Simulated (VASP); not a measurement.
# VH (P6_3mc) in VASP: a series of runs

VH is run at these levels: PBEsol; tasks: single point, relaxation of cell and atoms.

Everything below comes from runs of VASP 6.6.1. Logs are shortened: lines on timing, memory, paths and dates and some standing lists are left out, and cuts for length are marked.

**1. The cell of the first run**

The structure is hexagonal, space group P6_3mc (No. 186). The conventional cell has a = 2.736 Å, b = 2.736 Å, c = 5.015 Å, α = 90.00°, β = 90.00°, γ = 120.00°. V (site symmetry 3m) has 4 H at 1.74 to 1.76 Å within 2.3 Å. H (site symmetry 3m) has 4 V at 1.74 to 1.76 Å within 2.3 Å.

**2. Single point, PBEsol, collinear spin, ferromagnetic start**

File INCAR:

```
PREC = Accurate
ENCUT = 520
EDIFF = 1E-6
ISMEAR = 1
SIGMA = 0.1
LREAL = F
LASPH = T
NELM = 150
ALGO = Normal
ISIF = 2
LWAVE = F
LCHARG = T
ISPIN = 2
MAGMOM = 1.5 1.5 0 0
LORBIT = 11
LMAXMIX = 4
GGA = PS
LELF = T
LVHAR = T
NBANDS = 26
```

File KPOINTS:

```
Automatic mesh
0
Gamma
  9 9 5
```

File POSCAR:

```
VH
1.0
    2.7356897646      0.0000000000      0.0000000000
   -1.3678448823      2.3691768330      0.0000000000
    0.0000000000      0.0000000000      5.0154256889
V H
2 2
Direct
    0.3333333333      0.6666666667      0.0139195975
    0.6666666667      0.3333333333      0.5139195975
    0.3333333333      0.6666666667      0.3610804025
    0.6666666667      0.3333333333      0.8610804025
```

Potentials or basis: VASP PAW PBE potentials, release 64 (V_sv, H).

Run with:

```bash
> cat potpaw_PBE.64/V_sv/POTCAR potpaw_PBE.64/H/POTCAR > POTCAR
> mpirun -np 1 vasp_std > vasp.out
```

OUTCAR:

```text
PREC = Accurate
   ENCUT = 520
   EDIFF = 1E-6
   ISMEAR = 1
   LREAL = F
   LASPH = T
   NELM = 150
   ISIF = 2
   ISPIN = 2
   LORBIT = 11
   GGA = PS

 ion  position               nearest neighbor table
   1  0.333  0.667  0.014-   3 1.74   4 1.76   4 1.76   4 1.76
   2  0.667  0.333  0.514-   4 1.74   3 1.76   3 1.76   3 1.76
   3  0.333  0.667  0.361-   1 1.74   2 1.76   2 1.76   2 1.76
   4  0.667  0.333  0.861-   2 1.74   1 1.76   1 1.76   1 1.76

  LATTYP: Found a hexagonal cell.
 ALAT       =     2.7356897646
 C/A-ratio  =     1.8333313060

  Lattice vectors:

 A1 = (   2.7356897646,   0.0000000000,   0.0000000000)
 A2 = (  -1.3678448823,   2.3691768330,   0.0000000000)
 A3 = (   0.0000000000,   0.0000000000,   5.0154256889)

Analysis of symmetry for initial positions (statically):
=====================================================================
 Subroutine PRICEL returns:
 Original cell was already a primitive cell.

 Routine SETGRP: Setting up the symmetry group for a
 hexagonal supercell.

 Subroutine GETGRP returns: Found 12 space group operations
 (whereof  6 operations were pure point group operations)
 out of a pool of 24 trial point group operations.

The static configuration has the point symmetry C_3v.
 The point group associated with its full space group is C_6v.

Analysis of symmetry for dynamics (positions and initial velocities):
=====================================================================
 Subroutine PRICEL returns:
 Original cell was already a primitive cell.

 Routine SETGRP: Setting up the symmetry group for a
 hexagonal supercell.

 Subroutine GETGRP returns: Found 12 space group operations
 (whereof  6 operations were pure point group operations)
 out of a pool of 24 trial point group operations.

The dynamic configuration has the point symmetry C_3v.
 The point group associated with its full space group is C_6v.

Analysis of structural, dynamic, and magnetic symmetry:
=====================================================================
 Subroutine PRICEL returns:
 Original cell was already a primitive cell.

 Routine SETGRP: Setting up the symmetry group for a
 hexagonal supercell.

 Subroutine GETGRP returns: Found 12 space group operations
 (whereof  6 operations were pure point group operations)
 out of a pool of 24 trial point group operations.

The overall configuration has the point symmetry C_3v.
 The point group associated with its full space group is C_6v.

 Subroutine INISYM returns: Found 12 space group operations
 (whereof  6 operations are pure point group operations),
 and found     1 'primitive' translations

----------------------------------------------------------------------------------------

                                     Primitive cell

  volume of cell :      32.5066

  direct lattice vectors                    reciprocal lattice vectors
     2.735689765  0.000000000  0.000000000     0.365538524  0.211043766  0.000000000
    -1.367844882  2.369176833  0.000000000     0.000000000  0.422087531  0.000000000
     0.000000000  0.000000000  5.015425689     0.000000000  0.000000000  0.199384870

  length of vectors
     2.735689765  2.735689765  5.015425689     0.422087531  0.422087531  0.199384870

  position of ions in fractional coordinates (direct lattice)
     0.333333333  0.666666667  0.013919597
     0.666666667  0.333333333  0.513919597
     0.333333333  0.666666667  0.361080403
     0.666666667  0.333333333  0.861080403

  ion indices of the primitive-cell ions
   primitive index   ion index
                 1           1
                 2           2
                 3           3
                 4           4

----------------------------------------------------------------------------------------

 KPOINTS: Automatic mesh

Automatic generation of k-mesh.
 Grid dimensions read from file:
 generate k-points for:    9    9    5

 Generating k-lattice:

  Cartesian coordinates                     Fractional coordinates (reciprocal lattice)
     0.040615392  0.023449307  0.000000000     0.111111111  0.000000000  0.000000000
     0.000000000  0.046898615  0.000000000     0.000000000  0.111111111  0.000000000
     0.000000000  0.000000000  0.039876974     0.000000000  0.000000000  0.200000000

  Length of vectors
     0.046898615  0.046898615  0.039876974

  Shift w.r.t. Gamma in fractional coordinates (k-lattice)
     0.000000000  0.000000000  0.000000000

 Subroutine IBZKPT returns following result:
 ===========================================

 Found     36 irreducible k-points:

 Following reciprocal coordinates:
            Coordinates               Weight
  0.000000  0.000000  0.000000      1.000000
  0.111111  0.000000  0.000000      6.000000
  0.222222  0.000000  0.000000      6.000000
  0.333333  0.000000  0.000000      6.000000
  0.444444  0.000000  0.000000      6.000000
  0.111111  0.111111  0.000000      6.000000
[... 16 lines left out ...]
  0.333333  0.222222  0.200000     24.000000
  0.333333  0.333333  0.200000      4.000000
 [... further k-points ...]
   k-points           NKPTS =     36   k-points in BZ     NKDIM =     36   number of bands    NBANDS=     26
   number of dos      NEDOS =    301   number of ions     NIONS =      4
   total plane-waves  NPLWV =  16000
   dimension x,y,z NGX =    20 NGY =   20 NGZ =   40
   dimension x,y,z NGXF=    40 NGYF=   40 NGZF=   80
   ions per type =               2   2
   NGX,Y,Z   is equivalent  to a cutoff of  12.15, 12.15, 13.26 a.u.
   NGXF,Y,Z  is equivalent  to a cutoff of  24.31, 24.31, 26.52 a.u.
 SYSTEM =  unknown system
   PREC   = accura    normal or accurate (medium, high low for compatibility)
   ISTART =      0    job   : 0-new  1-cont  2-samecut
   ICHARG =      2    charge: 1-file 2-atom 10-const
   ISPIN  =      2    spin polarized calculation?
   LNONCOLLINEAR =      F non collinear calculations
   LSORBIT =      F    spin-orbit coupling
   LASPH  =      T    aspherical Exc in radial PAW
   ENCUT  =  520.0 eV  38.22 Ry    6.18 a.u.   5.09  5.09  9.33*2*pi/ulx,y,z
   NELM   =    150;   NELMIN=  2; NELMDL= -5     # of ELM steps
   EDIFF  = 0.1E-05   stopping-criterion for ELM
   LREAL  =      F    real-space projection
   EDIFFG = 0.1E-04   stopping-criterion for IOM
   NSW    =      0    number of steps for IOM
   IBRION =     -1    ionic relax: 0-MD 1-quasi-New 2-CG
   NFREE  =      0    steps in history (QN), initial steepest desc. (CG)
   ISIF   =      2    stress and relaxation
   ISYM   =      2    0-nonsym 1-usesym 2-fastsym
   POTIM  = 0.5000    time-step for ionic-motion
   TEBEG  =    0.0;   TEEND  =   0.0 temperature during run
   PSTRESS=    0.0 pullay stress
   NELECT =      28.0000    total number of electrons
   NUPDOWN=      -1.0000    fix difference up-down
   EMIN   =  10.00;   EMAX   =-10.00  energy-range for DOS
   EFERMI =   0.00;   METHOD = LEGACY
   ISMEAR =     1;   SIGMA  =   0.10  broadening in eV -4-tet -1-fermi 0-gaus
   EFERMI_NEDOS =   21; number of points for ismear=-14 and -15
   IALGO  =     38    algorithm
   IMIX   =      4    mixing-type and parameters
     AMIX     =   0.40;   BMIX     =  1.00
     AMIX_MAG =   1.60;   BMIX_MAG =  1.00
  volume/ion in A,a.u.               =       8.13        54.84
  Fermi-wavevector in a.u.,A,eV,Ry     =   1.557651  2.943533 33.011494  2.426276
  Thomas-Fermi vector in A             =   2.661270
   LORBIT       =     11    0 simple, 1 ext, 2 COOP (PROOUT), +10 PAW based schemes
   GGA     = PS    functional components
   LHFCALC =     F    Hartree Fock is set to
   AEXX    =    0.0000 exact exchange contribution
   IVDW    =     0    specifies the selected vdW correction
   LEPSILON=     F    determine dielectric tensor
   LRPA    =     F    only Hartree local field effects (RPA)
 spin polarized calculation
 Methfessel and Paxton  Order N= 1 SIGMA  =   0.10
  energy-cutoff  :      520.00
  volume of cell :       32.51
 maximum number of plane-waves:       894
   NGX = 11   NGY = 11   NGZ = 19

 number of electron      28.0000006 magnetization       0.0009274

 number of electron      28.0000006 magnetization      -0.0000815

 Free energy of the ion-electron system (eV)
  ---------------------------------------------------
  ext. energy  EPLUGINS =         0.00000000
  ---------------------------------------------------
  free energy    TOTEN  =       -26.18815325 eV

  energy without entropy =      -26.18730898  energy(sigma->0) =      -26.18787183

 E-fermi :   8.5463     XC(G=0): -12.6643

 val. band max:        8.5393310897   @ k =   0.0000   0.0000   0.0000
 cond. band min:       8.5819634508   @ k =   0.2222   0.2222   0.2000
 fundamental gap:      0.0426323611
 Fermi energy:         8.5462733569

 spin component 1

 k-point     1 :       0.0000    0.0000    0.0000
  band No.  band energies     occupation
      1     -55.4160      1.00000
      2     -55.3566      1.00000
      3     -29.6151      1.00000
      4     -29.1925      1.00000
      5     -29.0241      1.00000
      6     -29.0241      1.00000
[... 18 lines left out ...]
     25      28.4668      0.00000
     26      28.4668      0.00000

 k-point     2 :       0.1111    0.0000    0.0000
  band No.  band energies     occupation
      1     -55.4031      1.00000
      2     -55.3469      1.00000
      3     -29.5929      1.00000
      4     -29.1932      1.00000
      5     -29.0935      1.00000
      6     -29.0584      1.00000
[... 18 lines left out ...]
     25      26.6215      0.00000
     26      27.4430      0.00000

 k-point     3 :       0.2222    0.0000    0.0000
  band No.  band energies     occupation
      1     -55.3697      1.00000
      2     -55.3226      1.00000
      3     -29.5337      1.00000
      4     -29.2687      1.00000
      5     -29.2331      1.00000
      6     -29.1977      1.00000
[... 572 lines left out ...]
 k-point    23 :       0.3333    0.2222    0.2000
  band No.  band energies     occupation
      1     -55.2875      1.00000
      2     -55.2768      1.00000
      3     -29.5316      1.00000
      4     -29.5023      1.00000
      5     -29.3408      1.00000
      6     -29.2977      1.00000
[... 18 lines left out ...]
     25      20.3169      0.00000
     26      21.7308      0.00000

 k-point    24 :       0.3333    0.3333    0.2000
  band No.  band energies     occupation
      1     -55.2764      1.00000
      2     -55.2764      1.00000
      3     -29.4556      1.00000
      4     -29.4556      1.00000
      5     -29.4298      1.00000
      6     -29.3553      1.00000
[... 18 lines left out ...]
     25      21.2736      0.00000
     26      21.2736      0.00000

 [... further k-points ...]

 spin component 2

 k-point     1 :       0.0000    0.0000    0.0000
  band No.  band energies     occupation
      1     -55.4160      1.00000
      2     -55.3567      1.00000
      3     -29.6151      1.00000
      4     -29.1925      1.00000
      5     -29.0241      1.00000
      6     -29.0241      1.00000
[... 18 lines left out ...]
     25      28.4667      0.00000
     26      28.4667      0.00000

 k-point     2 :       0.1111    0.0000    0.0000
  band No.  band energies     occupation
      1     -55.4031      1.00000
      2     -55.3469      1.00000
      3     -29.5929      1.00000
      4     -29.1932      1.00000
      5     -29.0936      1.00000
      6     -29.0585      1.00000
[... 18 lines left out ...]
     25      26.6214      0.00000
     26      27.4431      0.00000

 k-point     3 :       0.2222    0.0000    0.0000
  band No.  band energies     occupation
      1     -55.3698      1.00000
      2     -55.3227      1.00000
      3     -29.5337      1.00000
      4     -29.2688      1.00000
      5     -29.2332      1.00000
      6     -29.1978      1.00000
[... 572 lines left out ...]
 k-point    23 :       0.3333    0.2222    0.2000
  band No.  band energies     occupation
      1     -55.2875      1.00000
      2     -55.2768      1.00000
      3     -29.5316      1.00000
      4     -29.5024      1.00000
      5     -29.3409      1.00000
      6     -29.2977      1.00000
[... 18 lines left out ...]
     25      20.3169      0.00000
     26      21.7308      0.00000

 k-point    24 :       0.3333    0.3333    0.2000
  band No.  band energies     occupation
      1     -55.2764      1.00000
      2     -55.2764      1.00000
      3     -29.4556      1.00000
      4     -29.4556      1.00000
      5     -29.4299      1.00000
      6     -29.3553      1.00000
[... 18 lines left out ...]
     25      21.2736      0.00000
     26      21.2736      0.00000

 [... further k-points ...]
[... 5 lines left out ...]
  --------------------------------------------------------------------------------------
  -------------------------------------------------------------------------------------
  Total        0.0241769      0.0241769      0.0232458      0.0000000      0.0000000      0.0000000
  in kB        1.1916242      1.1916242      1.1457325      0.0000000      0.0000000      0.0000000
  external PRESSURE =       1.1763270 kB  Pullay stress =       0.0000000 kB

 VOLUME and BASIS-vectors are now :
 -----------------------------------------------------------------------------
  energy-cutoff  :      520.00
  volume of cell :       32.51
      direct lattice vectors                 reciprocal lattice vectors
     2.735689765  0.000000000  0.000000000     0.365538524  0.211043766  0.000000000
    -1.367844882  2.369176833  0.000000000     0.000000000  0.422087531  0.000000000
     0.000000000  0.000000000  5.015425689     0.000000000  0.000000000  0.199384870

 POSITION                                       TOTAL-FORCE (eV/Angst)
 -----------------------------------------------------------------------------------
     -0.00000      1.57945      0.06981         0.000000      0.000000      0.000703
      1.36784      0.78973      2.57753        -0.000000     -0.000000      0.000703
     -0.00000      1.57945      1.81097        -0.000000      0.000000     -0.000703
      1.36784      0.78973      4.31868        -0.000000     -0.000000     -0.000703
 -----------------------------------------------------------------------------------
    total drift:                               -0.000000      0.000000      0.000857

  FREE ENERGIE OF THE ION-ELECTRON SYSTEM (eV)
  ---------------------------------------------------
  free  energy   TOTEN  =       -26.1881532515 eV

  energy  without entropy=      -26.1873089787  energy(sigma->0) =      -26.18787183

 total charge

# of ion       s       p       d       tot
------------------------------------------
    1        2.278   6.263   3.082  11.623
    2        2.278   6.263   3.082  11.623
    3        0.607   0.032   0.000   0.639
    4        0.607   0.032   0.000   0.639
--------------------------------------------------
tot          5.770  12.589   6.164  24.524

 magnetization (x)

# of ion       s       p       d       tot
------------------------------------------
    1       -0.000   0.000  -0.000  -0.000
    2       -0.000   0.000  -0.000  -0.000
    3        0.000  -0.000   0.000   0.000
    4        0.000  -0.000   0.000   0.000
--------------------------------------------------
tot          0.000  -0.000  -0.000  -0.000
```

Run time: 65 s. Hardware: 1 thread of Oxide Virtual Turin-like, shared host; peak memory 0.14 GiB.

What came out:

```
Free energy                                           : -26.1882 eV
Pressure                                              : 0.1 GPa
Band gap on the k mesh                                : zero (filled and empty bands overlap)
Net moment                                            : 0.00 μB per cell
Valence electrons inside the program's atomic spheres : V 11.62; H 0.64
```

Caveat: the PAW data sets were made with another functional, which shifts forces and pressure a little.

**3. Relaxation of cell and atoms, PBEsol, collinear spin, ferromagnetic start**

This run uses another cell than the first one, of 9.26 Å³/atom, 1.140 times its volume.

File INCAR:

```
SYSTEM = VH
PREC = Accurate
ENCUT = 600
EDIFF = 1E-6
ISMEAR = 1
SIGMA = 0.1
LREAL = .FALSE.
LASPH = .TRUE.
NELM = 150
ALGO = Normal
ISIF = 3
LWAVE = .FALSE.
LCHARG = .FALSE.
ISPIN = 2
MAGMOM = 1.5 1.5 0 0
LORBIT = 11
LMAXMIX = 4
GGA = PS
IBRION = 2
NSW = 80
EDIFFG = -0.03
```

File KPOINTS:

```
Automatic mesh
0
G
  9 9 5
  0 0 0
```

File POSCAR:

```
VH
1.0
    2.9700000000      0.0000000000      0.0000000000
   -1.4850000000      2.5720954492      0.0000000000
    0.0000000000      0.0000000000      4.8500100000
V H
2 2
Direct
    0.3333333333      0.6666666667      0.0000000000
    0.6666666667      0.3333333333      0.5000000000
    0.3333333333      0.6666666667      0.3750000000
    0.6666666667      0.3333333333      0.8750000000
```

Potentials or basis: VASP PAW PBE potentials, release 64 (V_sv, H).

Run with:

```bash
> cat potpaw_PBE.64/V_sv/POTCAR potpaw_PBE.64/H/POTCAR > POTCAR
> mpirun -np 1 vasp_std > vasp.out
```

Wall time 5.5 min (1 thread of Oxide Virtual Turin-like, shared host); peak memory 0.17 GiB.

The run converged. Its results:

| Property | Result |
| --- | --- |
| Free energy | -26.1932 eV |
| Relaxed volume | 8.13 Å³/atom |
| Relaxed cell | a = 2.734 Å, b = 2.734 Å, c = 5.020 Å, α = 90.00°, β = 90.00°, γ = 120.00° |
| Space group after relaxing (to 0.05 Å) | P6_3mc (No. 186) |
| Energy gained by relaxing | 105.8 meV/atom |
| Ionic steps | 10 |
| Pressure after relaxing | 0.2 GPa |
| Band gap on the k mesh | zero (filled and empty bands overlap) |
| Net moment | 0.00 μB per cell |
| Valence electrons inside the program's atomic spheres | V 11.62; H 0.64 |

Stress tensor (GPa, compression positive):
```
 0.27  0.00  0.00
 0.00  0.27  0.00
 0.00  0.00 -0.01
```

Step by step:
```
step  energy change (eV)  largest force (eV/Å)  pressure (GPa)  volume (Å³)
   1              0.0000                0.0681          -17.95        37.05
   2             -0.3042                0.2966            5.50        31.75
   3             -0.3131                0.2545            1.35        32.42
   4             -0.3522                0.2814            1.31        32.40
   5             -0.4120                0.2855            1.82        32.29
   6             -0.4121                0.2649           -2.50        32.95
   7             -0.4229                0.0176           -0.53        32.63
   8             -0.4229                0.0232           -0.41        32.62
   9             -0.4232                0.0143            0.46        32.45
  10             -0.4233                0.0018            0.18        32.51
```

Final structure:
```yaml
crystal:
  lattice:
    - [2.73439, 0.00000, 0.00000]
    - [-1.36719, 2.36805, 0.00000]
    - [0.00000, 0.00000, 5.02029]
  atoms:
    - { symbol: V, position: [0.33333, 0.66667, 0.01409] }
    - { symbol: V, position: [0.66667, 0.33333, 0.51409] }
    - { symbol: H, position: [0.33333, 0.66667, 0.36091] }
    - { symbol: H, position: [0.66667, 0.33333, 0.86091] }
```

Levels at points of the mesh, in eV from the Fermi level:
Spin up:
```
           k point  band 11  band 12  band 13  band 14  band 15  band 16  band 17  band 18
(0.00, 0.00, 0.00)    -2.22    -1.06    -0.01    -0.01     0.24     0.24     1.26     1.26
```
Spin down:
```
           k point  band 10  band 11  band 12  band 13  band 14  band 15  band 16  band 17  band 18  band 19
(0.00, 0.00, 0.00)    -6.92    -2.22    -1.06    -0.01    -0.01     0.24     0.24     1.26     1.26     2.18
```

Caveat: the PAW data sets were made with another functional, which shifts forces and pressure a little.
